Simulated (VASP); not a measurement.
# TiO2 (Cm) in VASP: notebook

Runs on TiO2. Level: PBE. Tasks: single point.

Program: VASP 6.6.1. These are calculated values, not measurements. Logs are shortened: lines on timing, memory, paths and dates and some standing lists are left out, and cuts for length are marked.

## Step 1: The cell of the first run

The structure is monoclinic, space group Cm (No. 8). The conventional cell has a = 6.566 Å, b = 6.566 Å, c = 2.964 Å, α = 90.00°, β = 90.00°, γ = 90.00°. Ti (site symmetry m) has 6 O at 1.78 to 2.13 Å within 2.4 Å. Ti (site symmetry m) has 6 O at 1.96 to 2.00 Å within 2.6 Å. Within 2.6 Å of O (site symmetry 1) lie 3 Ti at 1.96 to 2.01 Å and 1 O at 2.56 Å. Within 2.4 Å of O (site symmetry m) lie 3 Ti at 1.78 to 2.00 Å. O (site symmetry m) has 3 Ti at 1.94 to 2.13 Å and 1 O at 2.56 Å within 2.6 Å.

## Step 2: Single point, PBE (atom 1 (Ti) moved +0.175 Å towards its neighbour atom 4 (O) at 1.958 Å)

Contents of INCAR:

```
PREC = Accurate ; ENCUT = 520
EDIFF = 1E-6 ; ISMEAR = 0
SIGMA = 0.05 ; LREAL = False
LASPH = True ; NELM = 100
ALGO = Normal ; ISIF = 2
LWAVE = False ; LCHARG = False
GGA = PE ; NBANDS = 33
```

Contents of KPOINTS:

```
regular mesh
0
Gamma
  6 6 10
```

Contents of POSCAR:

```
TiO2
1.0
    4.6430645122      0.0000000000      0.0000000000
    0.0000000000      4.6430645122      0.0000000000
    0.0000000000      0.0000000000      2.9640243990
Ti O
2 4
Direct
    0.0174181028     -0.0174181028     -0.0446871303
    0.5000000000      0.5000000000      0.5000000000
    0.3051105247      0.3051105247      0.0000000000
    0.1948894753      0.8051105247      0.5000000000
    0.6948894753      0.6948894753      0.0000000000
    0.8051105247      0.1948894753      0.5000000000
```

Potentials or basis: VASP PAW PBE potentials, release 64 (Ti_sv, O).

Started as:

```bash
> cat potpaw_PBE.64/Ti_sv/POTCAR potpaw_PBE.64/O/POTCAR > POTCAR
> mpirun -np 1 vasp_std > vasp.out
```

OUTCAR:

```text
PREC = Accurate
   ENCUT = 520
   EDIFF = 1E-6
   ISMEAR = 0
   LREAL = False
   LASPH = True
   NELM = 100
   ISIF = 2
   GGA = PE

 ion  position               nearest neighbor table
   1  0.017  0.983  0.955-   4 1.78   6 1.94   4 1.99   5 2.01   3 2.01   6 2.13
   2  0.500  0.500  0.500-   3 1.96   5 1.96   3 1.96   5 1.96   4 2.00   6 2.00
   3  0.305  0.305  0.000-   2 1.96   2 1.96   1 2.01
   4  0.195  0.805  0.500-   1 1.78   1 1.99   2 2.00
   5  0.695  0.695  0.000-   2 1.96   2 1.96   1 2.01
   6  0.805  0.195  0.500-   1 1.94   2 2.00   1 2.13

  LATTYP: Found a simple tetragonal cell.
 ALAT       =     4.6430645122
 C/A-ratio  =     0.6383767426

  Lattice vectors:

 A1 = (   4.6430645122,   0.0000000000,   0.0000000000)
 A2 = (   0.0000000000,   4.6430645122,   0.0000000000)
 A3 = (   0.0000000000,   0.0000000000,   2.9640243990)

Analysis of symmetry for initial positions (statically):
=====================================================================
 Subroutine PRICEL returns:
 Original cell was already a primitive cell.

 Routine SETGRP: Setting up the symmetry group for a
 simple tetragonal supercell.

 Subroutine GETGRP returns: Found  2 space group operations
 (whereof  2 operations were pure point group operations)
 out of a pool of 16 trial point group operations.

The static configuration has the point symmetry C_1h.

Analysis of symmetry for dynamics (positions and initial velocities):
=====================================================================
 Subroutine PRICEL returns:
 Original cell was already a primitive cell.

 Routine SETGRP: Setting up the symmetry group for a
 simple tetragonal supercell.

 Subroutine GETGRP returns: Found  2 space group operations
 (whereof  2 operations were pure point group operations)
 out of a pool of 16 trial point group operations.

The dynamic configuration has the point symmetry C_1h.

 Subroutine INISYM returns: Found  2 space group operations
 (whereof  2 operations are pure point group operations),
 and found     1 'primitive' translations

----------------------------------------------------------------------------------------

                                     Primitive cell

  volume of cell :      63.8986

  direct lattice vectors                    reciprocal lattice vectors
     4.643064512  0.000000000  0.000000000     0.215374996  0.000000000  0.000000000
     0.000000000  4.643064512  0.000000000     0.000000000  0.215374996  0.000000000
     0.000000000  0.000000000  2.964024399     0.000000000  0.000000000  0.337379139

  length of vectors
     4.643064512  4.643064512  2.964024399     0.215374996  0.215374996  0.337379139

  position of ions in fractional coordinates (direct lattice)
     0.017418103  0.982581897  0.955312870
     0.500000000  0.500000000  0.500000000
     0.305110525  0.305110525  0.000000000
     0.194889475  0.805110525  0.500000000
     0.694889475  0.694889475  0.000000000
     0.805110525  0.194889475  0.500000000

  ion indices of the primitive-cell ions
   primitive index   ion index
                 1           1
                 2           2
                 3           3
                 4           4
                 5           5
                 6           6

----------------------------------------------------------------------------------------

 KPOINTS: regular mesh

Automatic generation of k-mesh.
 Grid dimensions read from file:
 generate k-points for:    6    6   10

 Generating k-lattice:

  Cartesian coordinates                     Fractional coordinates (reciprocal lattice)
     0.035895833  0.000000000  0.000000000     0.166666667  0.000000000  0.000000000
     0.000000000  0.035895833  0.000000000     0.000000000  0.166666667  0.000000000
     0.000000000  0.000000000  0.033737914     0.000000000  0.000000000  0.100000000

  Length of vectors
     0.035895833  0.035895833  0.033737914

  Shift w.r.t. Gamma in fractional coordinates (k-lattice)
     0.000000000  0.000000000  0.000000000

 Subroutine IBZKPT returns following result:
 ===========================================

 Found    110 irreducible k-points:

 Following reciprocal coordinates:
            Coordinates               Weight
  0.000000  0.000000  0.000000      1.000000
  0.166667  0.000000  0.000000      4.000000
  0.333333  0.000000  0.000000      4.000000
  0.500000  0.000000  0.000000      2.000000
  0.166667  0.166667  0.000000      2.000000
 -0.166667  0.166667  0.000000      2.000000
[... 16 lines left out ...]
  0.333333  0.166667  0.100000      4.000000
 -0.166667  0.333333  0.100000      4.000000
 [... further k-points ...]
   k-points           NKPTS =    110   k-points in BZ     NKDIM =    110   number of bands    NBANDS=     33
   number of dos      NEDOS =    301   number of ions     NIONS =      6
   total plane-waves  NPLWV =  31104
   dimension x,y,z NGX =    36 NGY =   36 NGZ =   24
   dimension x,y,z NGXF=    72 NGYF=   72 NGZF=   48
   ions per type =               2   4
   NGX,Y,Z   is equivalent  to a cutoff of  12.89, 12.89, 13.46 a.u.
   NGXF,Y,Z  is equivalent  to a cutoff of  25.78, 25.78, 26.92 a.u.
 SYSTEM =  unknown system
   PREC   = accura    normal or accurate (medium, high low for compatibility)
   ISTART =      0    job   : 0-new  1-cont  2-samecut
   ICHARG =      2    charge: 1-file 2-atom 10-const
   ISPIN  =      1    spin polarized calculation?
   LNONCOLLINEAR =      F non collinear calculations
   LSORBIT =      F    spin-orbit coupling
   LASPH  =      T    aspherical Exc in radial PAW
   ENCUT  =  520.0 eV  38.22 Ry    6.18 a.u.   8.63  8.63  5.51*2*pi/ulx,y,z
   NELM   =    100;   NELMIN=  2; NELMDL= -5     # of ELM steps
   EDIFF  = 0.1E-05   stopping-criterion for ELM
   LREAL  =      F    real-space projection
   EDIFFG = 0.1E-04   stopping-criterion for IOM
   NSW    =      0    number of steps for IOM
   IBRION =     -1    ionic relax: 0-MD 1-quasi-New 2-CG
   NFREE  =      0    steps in history (QN), initial steepest desc. (CG)
   ISIF   =      2    stress and relaxation
   ISYM   =      2    0-nonsym 1-usesym 2-fastsym
   POTIM  = 0.5000    time-step for ionic-motion
   TEBEG  =    0.0;   TEEND  =   0.0 temperature during run
   PSTRESS=    0.0 pullay stress
   NELECT =      48.0000    total number of electrons
   NUPDOWN=      -1.0000    fix difference up-down
   EMIN   =  10.00;   EMAX   =-10.00  energy-range for DOS
   EFERMI =   0.00;   METHOD = LEGACY
   ISMEAR =     0;   SIGMA  =   0.05  broadening in eV -4-tet -1-fermi 0-gaus
   EFERMI_NEDOS =   21; number of points for ismear=-14 and -15
   IALGO  =     38    algorithm
   IMIX   =      4    mixing-type and parameters
     AMIX     =   0.40;   BMIX     =  1.00
     AMIX_MAG =   1.60;   BMIX_MAG =  1.00
  volume/ion in A,a.u.               =      10.65        71.87
  Fermi-wavevector in a.u.,A,eV,Ry     =   1.488189  2.812270 30.132923  2.214707
  Thomas-Fermi vector in A             =   2.601255
   LORBIT       =      0    0 simple, 1 ext, 2 COOP (PROOUT), +10 PAW based schemes
   GGA     = PE    functional components
   LHFCALC =     F    Hartree Fock is set to
   AEXX    =    0.0000 exact exchange contribution
   IVDW    =     0    specifies the selected vdW correction
   LEPSILON=     F    determine dielectric tensor
   LRPA    =     F    only Hartree local field effects (RPA)
 non-spin polarized calculation
 Gauss-broadening in eV      SIGMA  =   0.05
  energy-cutoff  :      520.00
  volume of cell :       63.90
 maximum number of plane-waves:      1748
 NGX is ok and might be reduce to    36
   NGX = 17   NGY = 17   NGZ = 11

 number of electron      48.0000016 magnetization

 Free energy of the ion-electron system (eV)
  ---------------------------------------------------
  ext. energy  EPLUGINS =         0.00000000
  ---------------------------------------------------
  free energy    TOTEN  =       -53.51016722 eV

  energy without entropy =      -53.51016722  energy(sigma->0) =      -53.51016722

 E-fermi :   5.1169     XC(G=0): -11.2779

 val. band max:        4.7339356116   @ k =   0.0000   0.0000   0.0000
 cond. band min:       6.4806209216   @ k =   0.5000   0.0000   0.5000
 fundamental gap:      1.7466853100
 Fermi energy:         5.1168724692

 k-point     1 :       0.0000    0.0000    0.0000
  band No.  band energies     occupation
      1     -52.3652      2.00000
      2     -52.2670      2.00000
      3     -28.6395      2.00000
      4     -28.6375      2.00000
      5     -28.4915      2.00000
      6     -28.4515      2.00000
[... 25 lines left out ...]
     32      11.0380      0.00000
     33      11.1646      0.00000

 k-point     2 :       0.1667    0.0000    0.0000
  band No.  band energies     occupation
      1     -52.3650      2.00000
      2     -52.2672      2.00000
      3     -28.6329      2.00000
      4     -28.6307      2.00000
      5     -28.4997      2.00000
      6     -28.4512      2.00000
[... 25 lines left out ...]
     32      10.9521      0.00000
     33      11.0950      0.00000

 k-point     3 :       0.3333    0.0000    0.0000
  band No.  band energies     occupation
      1     -52.3647      2.00000
      2     -52.2675      2.00000
      3     -28.6208      2.00000
      4     -28.6102      2.00000
      5     -28.5211      2.00000
      6     -28.4514      2.00000
[... 25 lines left out ...]
     32      10.7305      0.00000
     33      10.9460      0.00000

 k-point     4 :       0.5000    0.0000    0.0000
  band No.  band energies     occupation
      1     -52.3645      2.00000
      2     -52.2676      2.00000
      3     -28.6141      2.00000
      4     -28.5943      2.00000
      5     -28.5374      2.00000
      6     -28.4556      2.00000
[... 673 lines left out ...]
     32      10.6447      0.00000
     33      10.8859      0.00000

 k-point    23 :       0.3333    0.1667    0.1000
  band No.  band energies     occupation
      1     -52.3610      2.00000
      2     -52.2637      2.00000
      3     -28.6323      2.00000
      4     -28.6043      2.00000
      5     -28.5010      2.00000
      6     -28.4942      2.00000
[... 25 lines left out ...]
     32      10.4234      0.00000
     33      10.9016      0.00000

 k-point    24 :      -0.1667    0.3333    0.1000
  band No.  band energies     occupation
      1     -52.3610      2.00000
      2     -52.2637      2.00000
      3     -28.6251      2.00000
      4     -28.5960      2.00000
      5     -28.5328      2.00000
      6     -28.4931      2.00000
[... 25 lines left out ...]
     32      10.5457      0.00000
     33      10.8461      0.00000

 [... further k-points ...]

------------------------ aborting loop because EDIFF is reached ----------------------------------------

  FORCE on cell =-STRESS in cart. coord.  units (eV):
  Direction    XX          YY          ZZ          XY          YZ          ZX
  --------------------------------------------------------------------------------------
  -------------------------------------------------------------------------------------
  Total        0.6218235      0.6218235      2.0210765     -0.5868925      1.0983112     -1.0983087
  in kB       15.5914496     15.5914496     50.6759761    -14.7155997     27.5387852    -27.5387238
  external PRESSURE =      27.2862918 kB  Pullay stress =       0.0000000 kB

 VOLUME and BASIS-vectors are now :
 -----------------------------------------------------------------------------
  energy-cutoff  :      520.00
  volume of cell :       63.90
      direct lattice vectors                 reciprocal lattice vectors
     4.643064512  0.000000000  0.000000000     0.215374996  0.000000000  0.000000000
     0.000000000  4.643064512  0.000000000     0.000000000  0.215374996  0.000000000
     0.000000000  0.000000000  2.964024399     0.000000000  0.000000000  0.337379139

 POSITION                                       TOTAL-FORCE (eV/Angst)
 -----------------------------------------------------------------------------------
      0.08087      4.56219      2.83157        -1.947233      1.947233      0.624589
      2.32153      2.32153      1.48201         1.110756     -1.110756     -0.039991
      1.41665      1.41665      0.00000        -0.048255     -0.011771     -0.015039
      0.90488      3.73818      1.48201         0.735701     -0.735701     -0.877817
      3.22642      3.22642      0.00000         0.011771      0.048255     -0.015039
      3.73818      0.90488      1.48201         0.137260     -0.137260      0.323298
 -----------------------------------------------------------------------------------
    total drift:                               -0.000353      0.000353     -0.000288

  FREE ENERGIE OF THE ION-ELECTRON SYSTEM (eV)
  ---------------------------------------------------
  free  energy   TOTEN  =       -53.5101672153 eV

  energy  without entropy=      -53.5101672153  energy(sigma->0) =      -53.51016722
```

Wall time 89 s (1 thread of Intel Xeon 6975P-C (Granite Rapids), shared host); peak memory 0.3 GiB.

Results:

| Item | Value |
| --- | --- |
| Free energy | -53.5102 eV |
| Pressure | 2.7 GPa |
| Largest force | 2.824 eV/Å |
| Band gap on the k mesh | 1.75 eV (least direct gap 1.84 eV) |

Forces in eV/Å, atoms in the order of the input:
```
Ti  -1.947  1.947  0.625
Ti   1.111 -1.111 -0.040
O   -0.048 -0.012 -0.015
O    0.736 -0.736 -0.878
O    0.012  0.048 -0.015
O    0.137 -0.137  0.323
```

Levels at points of the mesh, in eV from the valence-band top:
| k point | band 22 | band 23 | band 24 | band 25 | band 26 | band 27 |
| --- | --- | --- | --- | --- | --- | --- |
| (0.00, 0.00, 0.00) | -0.84 | -0.60 | 0.00 | 1.84 | 2.25 | 2.30 |
| (0.50, 0.00, 0.00) | -1.47 | -1.18 | -0.60 | 2.23 | 2.44 | 2.92 |
| (0.50, 0.50, 0.00) | -1.39 | -1.14 | -1.12 | 1.76 | 2.11 | 2.37 |
| (0.00, 0.00, 0.50) | -2.27 | -1.54 | -1.42 | 2.57 | 2.96 | 2.98 |
| (0.50, 0.00, 0.50) | -2.08 | -1.12 | -1.06 | 1.75 | 1.90 | 3.01 |
| (0.50, 0.50, 0.50) | -1.29 | -0.78 | -0.66 | 2.21 | 2.62 | 2.92 |

Caveat: the cell differs from its parent crystal (atom 1 (Ti) moved +0.175 Å towards its neighbour atom 4 (O) at 1.958 Å); forces of over 1 eV/Å act on the atoms, so gaps and moduli don't describe the material at rest. A k mesh can miss the band edges.

## Step 3: Single point, PBE (atom 1 (Ti) moved +0.125 Å towards its neighbour atom 4 (O) at 1.958 Å)

Contents of INCAR:

```
ALGO = Normal
EDIFF = 1E-6
ENCUT = 520
GGA = PE
ISIF = 2
ISMEAR = 0
LASPH = T
LCHARG = F
LREAL = F
LWAVE = F
NBANDS = 33
NELM = 100
PREC = Accurate
SIGMA = 0.05
```

Contents of KPOINTS:

```
k-points
0
Gamma
  6 6 10
```

Changes to POSCAR since step 2:

```diff
@@ -8,3 +8,3 @@
 Direct
-    0.0174181028     -0.0174181028     -0.0446871303
+    0.0124415020     -0.0124415020     -0.0319193788
     0.5000000000      0.5000000000      0.5000000000
```

Potentials or basis: VASP PAW PBE potentials, release 64 (Ti_sv, O).

Started as:

```bash
> cat potpaw_PBE.64/Ti_sv/POTCAR potpaw_PBE.64/O/POTCAR > POTCAR
> mpirun -np 1 vasp_std > vasp.out
```

OUTCAR:

```text
EDIFF = 1E-6
   ENCUT = 520
   GGA = PE
   ISIF = 2
   ISMEAR = 0
   LASPH = T
   LREAL = F
   NELM = 100
   PREC = Accurate

 ion  position               nearest neighbor table
   1  0.012  0.988  0.968-   4 1.83   6 1.94   4 1.98   5 2.01   3 2.01   6 2.08
   2  0.500  0.500  0.500-   3 1.96   5 1.96   3 1.96   5 1.96   4 2.00   6 2.00
   3  0.305  0.305  0.000-   2 1.96   2 1.96   1 2.01
   4  0.195  0.805  0.500-   1 1.83   1 1.98   2 2.00
   5  0.695  0.695  0.000-   2 1.96   2 1.96   1 2.01
[... 1073 lines left out ...]
  -------------------------------------------------------------------------------------
  Total        0.4158763      0.4158763      1.1740078     -0.2990522      0.5612439     -0.5612430
  in kB       10.4275796     10.4275796     29.4367828     -7.4983619     14.0724929    -14.0724683
  external PRESSURE =      16.7639807 kB  Pullay stress =       0.0000000 kB

 VOLUME and BASIS-vectors are now :
 -----------------------------------------------------------------------------
  energy-cutoff  :      520.00
  volume of cell :       63.90
      direct lattice vectors                 reciprocal lattice vectors
     4.643064512  0.000000000  0.000000000     0.215374996  0.000000000  0.000000000
     0.000000000  4.643064512  0.000000000     0.000000000  0.215374996  0.000000000
     0.000000000  0.000000000  2.964024399     0.000000000  0.000000000  0.337379139

 POSITION                                       TOTAL-FORCE (eV/Angst)
 -----------------------------------------------------------------------------------
      0.05777      4.58530      2.86941        -1.286685      1.286685      0.229728
      2.32153      2.32153      1.48201         0.796389     -0.796389     -0.029667
      1.41665      1.41665      0.00000        -0.038505     -0.010177     -0.004864
      0.90488      3.73818      1.48201         0.414577     -0.414577     -0.394583
      3.22642      3.22642      0.00000         0.010177      0.038505     -0.004864
      3.73818      0.90488      1.48201         0.104048     -0.104048      0.204249
 -----------------------------------------------------------------------------------
    total drift:                                0.000100     -0.000100     -0.000270

  FREE ENERGIE OF THE ION-ELECTRON SYSTEM (eV)
  ---------------------------------------------------
  free  energy   TOTEN  =       -53.5998301788 eV

  energy  without entropy=      -53.5998301788  energy(sigma->0) =      -53.59983018
```

Wall time 1.9 min (1 thread of Intel Xeon 6975P-C (Granite Rapids), shared host); peak memory 0.3 GiB.

What came out:

```
Free energy            : -53.5998 eV
Pressure               : 1.7 GPa
Largest force          : 1.834 eV/Å
Band gap on the k mesh : 1.79 eV (least direct gap 1.84 eV)
```

Forces on the atoms (eV/Å):
```
Ti  -1.287  1.287  0.230
Ti   0.796 -0.796 -0.030
O   -0.039 -0.010 -0.005
O    0.415 -0.415 -0.395
O    0.010  0.039 -0.005
O    0.104 -0.104  0.204
```

Stress tensor (GPa, compression positive):
```
 1.04 -0.75 -1.41
-0.75  1.04  1.41
-1.41  1.41  2.94
```

Levels at points of the mesh, in eV from the valence-band top:
```csv
k point,band 22,band 23,band 24,band 25,band 26,band 27
"(0.00, 0.00, 0.00)",-0.72,-0.54,0.00,1.84,2.15,2.33
"(0.50, 0.00, 0.00)",-1.51,-1.03,-0.61,2.32,2.46,2.92
"(0.50, 0.50, 0.00)",-1.34,-1.13,-1.11,1.79,1.98,2.41
"(0.00, 0.00, 0.50)",-2.24,-1.49,-1.42,2.66,2.96,3.02
"(0.50, 0.00, 0.50)",-2.05,-1.07,-1.04,1.80,1.88,3.07
"(0.50, 0.50, 0.50)",-1.25,-0.75,-0.67,2.30,2.61,3.00
```

Caveat: the cell differs from its parent crystal (atom 1 (Ti) moved +0.125 Å towards its neighbour atom 4 (O) at 1.958 Å); forces of over 1 eV/Å act on the atoms, so gaps and moduli don't describe the material at rest.
